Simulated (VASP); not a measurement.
# MgB2 in VASP: notebook

MgB2 is run at these levels: PBE; tasks: single point.

All numbers are computed with VASP 6.6.1; they aren't measurements. Logs are shortened: lines on timing, memory, paths and dates and some standing lists are left out, and cuts for length are marked.

## (1) The cell of the first run

It takes space group P6/mmm (No. 191, hexagonal). Conventional cell: a = 3.085 Å, b = 3.085 Å, c = 3.523 Å, α = 90.00°, β = 90.00°, γ = 120.00°. Mg (site symmetry 6/mmm) has 12 B at 2.51 Å and 6 Mg at 3.08 Å within 3.3 Å. B (site symmetry -6m2) has 3 B at 1.78 Å within 2.4 Å.

## (2) Single point, PBE

Contents of INCAR:

```
SYSTEM = MgB2
PREC = Accurate ; ENCUT = 600
EDIFF = 1E-6 ; ISMEAR = -1
SIGMA = 0.1 ; LREAL = .False.
LASPH = .True. ; NELM = 120
ALGO = Normal ; ISIF = 2
LWAVE = .False. ; LCHARG = .False.
GGA = PE ; NBANDS = 11
GGA_COMPAT = .False.
```

Contents of KPOINTS:

```
regular mesh
0
Gamma
  5 5 4
  0 0 0
```

Contents of POSCAR:

```
MgB2
1.0
    3.0850000000      0.0000000000      0.0000000000
   -1.5425000000      2.6716880000      0.0000000000
    0.0000000000      0.0000000000      3.5230000000
Mg B
1 2
Direct
    0.0000000000      0.0000000000      0.0000000000
    0.3333333333      0.6666666667      0.5000000000
    0.6666666667      0.3333333333      0.5000000000
```

Potentials or basis: VASP PAW PBE potentials, release 64 (Mg, B).

Started as:

```
cat potpaw_PBE.64/Mg/POTCAR potpaw_PBE.64/B/POTCAR > POTCAR
mpirun -np 1 vasp_std > vasp.out
```

OUTCAR:

```text
SYSTEM = MgB2
   PREC = Accurate
   ENCUT = 600
   EDIFF = 1E-6
   ISMEAR = -1
   LREAL = .False.
   LASPH = .True.
   NELM = 120
   ISIF = 2
   GGA = PE

 ion  position               nearest neighbor table
   1  0.000  0.000  0.000-   2 2.51   2 2.51   3 2.51   3 2.51   2 2.51   3 2.51   2 2.51   3 2.51
                             3 2.51   3 2.51   2 2.51   2 2.51
   2  0.333  0.667  0.500-   3 1.78   3 1.78   3 1.78   1 2.51   1 2.51   1 2.51   1 2.51   1 2.51
                             1 2.51
   3  0.667  0.333  0.500-   2 1.78   2 1.78   2 1.78   1 2.51   1 2.51   1 2.51   1 2.51   1 2.51
                             1 2.51

  LATTYP: Found a hexagonal cell.
 ALAT       =     3.0850000000
 C/A-ratio  =     1.1419773096

  Lattice vectors:

 A1 = (   3.0850000000,   0.0000000000,   0.0000000000)
 A2 = (  -1.5425000000,   2.6716880000,   0.0000000000)
 A3 = (   0.0000000000,   0.0000000000,   3.5230000000)

Analysis of symmetry for initial positions (statically):
=====================================================================
 Subroutine PRICEL returns:
 Original cell was already a primitive cell.

 Routine SETGRP: Setting up the symmetry group for a
 hexagonal supercell.

 Subroutine GETGRP returns: Found 24 space group operations
 (whereof 24 operations were pure point group operations)
 out of a pool of 24 trial point group operations.

The static configuration has the point symmetry D_6h.

Analysis of symmetry for dynamics (positions and initial velocities):
=====================================================================
 Subroutine PRICEL returns:
 Original cell was already a primitive cell.

 Routine SETGRP: Setting up the symmetry group for a
 hexagonal supercell.

 Subroutine GETGRP returns: Found 24 space group operations
 (whereof 24 operations were pure point group operations)
 out of a pool of 24 trial point group operations.

The dynamic configuration has the point symmetry D_6h.

 Subroutine INISYM returns: Found 24 space group operations
 (whereof 24 operations are pure point group operations),
 and found     1 'primitive' translations

----------------------------------------------------------------------------------------

                                     Primitive cell

  volume of cell :      29.0371

  direct lattice vectors                    reciprocal lattice vectors
     3.085000000  0.000000000  0.000000000     0.324149109  0.187147601  0.000000000
    -1.542500000  2.671688000  0.000000000     0.000000000  0.374295202  0.000000000
     0.000000000  0.000000000  3.523000000     0.000000000  0.000000000  0.283848992

  length of vectors
     3.085000000  3.084999679  3.523000000     0.374295163  0.374295202  0.283848992

  position of ions in fractional coordinates (direct lattice)
     0.000000000  0.000000000  0.000000000
     0.333333333  0.666666667  0.500000000
     0.666666667  0.333333333  0.500000000

  ion indices of the primitive-cell ions
   primitive index   ion index
                 1           1
                 2           2
                 3           3

----------------------------------------------------------------------------------------

 KPOINTS: regular mesh

Automatic generation of k-mesh.
 Grid dimensions read from file:
 generate k-points for:    5    5    4

 Generating k-lattice:

  Cartesian coordinates                     Fractional coordinates (reciprocal lattice)
     0.064829822  0.037429520  0.000000000     0.200000000  0.000000000  0.000000000
     0.000000000  0.074859040  0.000000000     0.000000000  0.200000000  0.000000000
     0.000000000  0.000000000  0.070962248     0.000000000  0.000000000  0.250000000

  Length of vectors
     0.074859033  0.074859040  0.070962248

  Shift w.r.t. Gamma in fractional coordinates (k-lattice)
     0.000000000  0.000000000  0.000000000

 Subroutine IBZKPT returns following result:
 ===========================================

 Found     15 irreducible k-points:

 Following reciprocal coordinates:
            Coordinates               Weight
  0.000000  0.000000  0.000000      1.000000
  0.200000  0.000000  0.000000      6.000000
  0.400000  0.000000  0.000000      6.000000
  0.200000  0.200000  0.000000      6.000000
  0.400000  0.200000  0.000000      6.000000
  0.000000  0.000000  0.250000      2.000000
  0.200000  0.000000  0.250000     12.000000
  0.400000  0.000000  0.250000     12.000000
  0.200000  0.200000  0.250000     12.000000
  0.400000  0.200000  0.250000     12.000000
  0.000000  0.000000  0.500000      1.000000
  0.200000  0.000000  0.500000      6.000000
  0.400000  0.000000  0.500000      6.000000
  0.200000  0.200000  0.500000      6.000000
  0.400000  0.200000  0.500000      6.000000
   k-points           NKPTS =     15   k-points in BZ     NKDIM =     15   number of bands    NBANDS=     11
   number of dos      NEDOS =    301   number of ions     NIONS =      3
   total plane-waves  NPLWV =  21952
   dimension x,y,z NGX =    28 NGY =   28 NGZ =   28
   dimension x,y,z NGXF=    56 NGYF=   56 NGZF=   56
   ions per type =               1   2
   NGX,Y,Z   is equivalent  to a cutoff of  15.09, 15.09, 13.21 a.u.
   NGXF,Y,Z  is equivalent  to a cutoff of  30.18, 30.18, 26.43 a.u.
 SYSTEM =  MgB2
   PREC   = accura    normal or accurate (medium, high low for compatibility)
   ISTART =      0    job   : 0-new  1-cont  2-samecut
   ICHARG =      2    charge: 1-file 2-atom 10-const
   ISPIN  =      1    spin polarized calculation?
   LNONCOLLINEAR =      F non collinear calculations
   LSORBIT =      F    spin-orbit coupling
   LASPH  =      T    aspherical Exc in radial PAW
   ENCUT  =  600.0 eV  44.10 Ry    6.64 a.u.   6.16  6.16  7.04*2*pi/ulx,y,z
   NELM   =    120;   NELMIN=  2; NELMDL= -5     # of ELM steps
   EDIFF  = 0.1E-05   stopping-criterion for ELM
   LREAL  =      F    real-space projection
   EDIFFG = 0.1E-04   stopping-criterion for IOM
   NSW    =      0    number of steps for IOM
   IBRION =     -1    ionic relax: 0-MD 1-quasi-New 2-CG
   NFREE  =      0    steps in history (QN), initial steepest desc. (CG)
   ISIF   =      2    stress and relaxation
   ISYM   =      2    0-nonsym 1-usesym 2-fastsym
   POTIM  = 0.5000    time-step for ionic-motion
   TEBEG  =    0.0;   TEEND  =   0.0 temperature during run
   PSTRESS=    0.0 pullay stress
   NELECT =       8.0000    total number of electrons
   NUPDOWN=      -1.0000    fix difference up-down
   EMIN   =  10.00;   EMAX   =-10.00  energy-range for DOS
   EFERMI =   0.00;   METHOD = LEGACY
   ISMEAR =    -1;   SIGMA  =   0.10  broadening in eV -4-tet -1-fermi 0-gaus
   EFERMI_NEDOS =   21; number of points for ismear=-14 and -15
   IALGO  =     38    algorithm
   IMIX   =      4    mixing-type and parameters
     AMIX     =   0.40;   BMIX     =  1.00
     AMIX_MAG =   1.60;   BMIX_MAG =  1.00
  volume/ion in A,a.u.               =       9.68        65.32
  Fermi-wavevector in a.u.,A,eV,Ry     =   1.065255  2.013040 15.439463  1.134769
  Thomas-Fermi vector in A             =   2.200801
   LORBIT       =      0    0 simple, 1 ext, 2 COOP (PROOUT), +10 PAW based schemes
   GGA     = PE    functional components
   LHFCALC =     F    Hartree Fock is set to
   AEXX    =    0.0000 exact exchange contribution
   IVDW    =     0    specifies the selected vdW correction
   LEPSILON=     F    determine dielectric tensor
   LRPA    =     F    only Hartree local field effects (RPA)
 non-spin polarized calculation
  energy-cutoff  :      600.00
  volume of cell :       29.04
 maximum number of plane-waves:       986
 NGX is ok and might be reduce to    28
   NGX = 13   NGY = 13   NGZ = 15

 number of electron       8.0000000 magnetization

 Free energy of the ion-electron system (eV)
  ---------------------------------------------------
  ext. energy  EPLUGINS =         0.00000000
  ---------------------------------------------------
  free energy    TOTEN  =       -15.34215837 eV

  energy without entropy =      -15.32427378  energy(sigma->0) =      -15.33321607

 E-fermi :   5.4114     XC(G=0): -10.9106

 val. band max:        5.1744658842   @ k =   0.4000   0.0000   0.5000
 cond. band min:       5.5596885019   @ k =   0.4000   0.2000   0.2500
 fundamental gap:      0.3852226178
 Fermi energy:         5.4113945960

 k-point     1 :       0.0000    0.0000    0.0000
  band No.  band energies     occupation
      1      -7.1534      2.00000
      2       2.3279      2.00000
      3       5.6179      0.22500
      4       5.6179      0.22500
      5       6.9196      0.00000
      6      11.5571      0.00000
      7      11.5571      0.00000
      8      13.3357      0.00000
      9      15.1907      0.00000
     10      17.9148      0.00000
     11      21.4081      0.00000

 k-point     2 :       0.2000    0.0000    0.0000
  band No.  band energies     occupation
      1      -6.4626      2.00000
      2       2.9089      2.00000
      3       2.9993      2.00000
      4       4.4400      1.99988
      5       7.5504      0.00000
      6      10.8746      0.00000
      7      13.0336      0.00000
      8      14.1106      0.00000
      9      14.4664      0.00000
     10      19.5401      0.00000
     11      19.8334      0.00000

 k-point     3 :       0.4000    0.0000    0.0000
  band No.  band energies     occupation
      1      -4.4465      2.00000
      2      -1.1195      2.00000
      3       3.2489      2.00000
      4       4.8204      1.99459
      5       8.9486      0.00000
      6       9.2787      0.00000
      7      10.2529      0.00000
      8      13.1242      0.00000
      9      18.0297      0.00000
     10      18.4974      0.00000
     11      19.5823      0.00000
[... 141 lines left out ...]
 k-point    14 :       0.2000    0.2000    0.5000
  band No.  band energies     occupation
      1      -4.0103      2.00000
      2       0.1357      2.00000
      3       1.4987      2.00000
      4       2.3911      2.00000
      5       6.6992      0.00001
      6      11.3608      0.00000
      7      13.5787      0.00000
      8      14.8744      0.00000
      9      17.1680      0.00000
     10      19.0735      0.00000
     11      20.4643      0.00000

 k-point    15 :       0.4000    0.2000    0.5000
  band No.  band energies     occupation
      1      -1.8711      2.00000
      2      -1.2541      2.00000
      3       1.4384      2.00000
      4       2.2649      2.00000
      5       3.9658      2.00000
      6       9.8374      0.00000
      7      13.7674      0.00000
      8      18.5384      0.00000
      9      18.6505      0.00000
     10      18.7842      0.00000
     11      19.0029      0.00000

------------------------ aborting loop because EDIFF is reached ----------------------------------------

  FORCE on cell =-STRESS in cart. coord.  units (eV):
  Direction    XX          YY          ZZ          XY          YZ          ZX
  --------------------------------------------------------------------------------------
  -------------------------------------------------------------------------------------
  Total       -0.3121807     -0.3121806     -0.2079707      0.0000000      0.0000000      0.0000000
  in kB      -17.2251508    -17.2251460    -11.4751724      0.0000000      0.0000000      0.0000000
  external PRESSURE =     -15.3084897 kB  Pullay stress =       0.0000000 kB

 VOLUME and BASIS-vectors are now :
 -----------------------------------------------------------------------------
  energy-cutoff  :      600.00
  volume of cell :       29.04
      direct lattice vectors                 reciprocal lattice vectors
     3.085000000  0.000000000  0.000000000     0.324149109  0.187147601  0.000000000
    -1.542500000  2.671688000  0.000000000     0.000000000  0.374295202  0.000000000
     0.000000000  0.000000000  3.523000000     0.000000000  0.000000000  0.283848992

 POSITION                                       TOTAL-FORCE (eV/Angst)
 -----------------------------------------------------------------------------------
      0.00000      0.00000      0.00000        -0.000000      0.000000     -0.000000
     -0.00000      1.78113      1.76150         0.000000     -0.000000      0.000000
      1.54250      0.89056      1.76150        -0.000000      0.000000     -0.000000
 -----------------------------------------------------------------------------------
    total drift:                                0.000000      0.000000     -0.000000

  FREE ENERGIE OF THE ION-ELECTRON SYSTEM (eV)
  ---------------------------------------------------
  free  energy   TOTEN  =       -15.3421583668 eV

  energy  without entropy=      -15.3242737809  energy(sigma->0) =      -15.33321607
```

Run time: 6.2 s. Hardware: 1 thread of Intel Xeon 6975P-C, shared host; peak memory 0.15 GiB.

Results:

- Free energy: -15.3422 eV
- Pressure: -1.5 GPa
- Band gap on the k mesh: zero (band 4 reaches 6.05 eV, above the bottom of band 5 at 3.97 eV)

Caveat: the k points lie up to 0.47 Å⁻¹ apart.

(Part 1 of 2 ends here.)
